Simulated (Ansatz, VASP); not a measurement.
Re in VASP and in Ansatz

```
CELL_PARAMETERS angstrom
2.79614 0.00000 0.00000
-1.39807 2.42153 0.00000
0.00000 0.00000 4.51588
ATOMIC_POSITIONS crystal
Re 0.33333 0.66667 0.25000
Re 0.66667 0.33333 0.75000
```

Alike in both runs: task single point; functional r2SCAN; k mesh 21 × 21 × 12; occupations fermi-dirac, width 0.1 eV; no spin polarisation.

|  | VASP | Ansatz |
| --- | --- | --- |
| version | VASP 6.6.1 | Ansatz 0.2.0 |
| potentials or method | VASP PAW PBE potentials, release 64 (Re), cutoff 520 eV | plane waves (500 eV) with PAW, scalar-relativistic |
| valence electrons in the cell | 14 | 30 |

Ansatz gave:

| Quantity | Value |
| --- | --- |
| pressure (GPa) | -13.9 |
| traceless stress, the component that is largest in VASP (GPa) | 0.12 |

Question: Estimate VASP's values.

Answer: Pressure (GPa): -14.1; traceless stress, the component that is largest in VASP (GPa): 0.02.

VASP's potentials were made for PBE, not for r2SCAN. VASP's potentials hold 14 valence electrons a cell and Ansatz's 30, so a difference there can come from the potentials and not from the codes.

Neither program's run includes spin-orbit coupling.
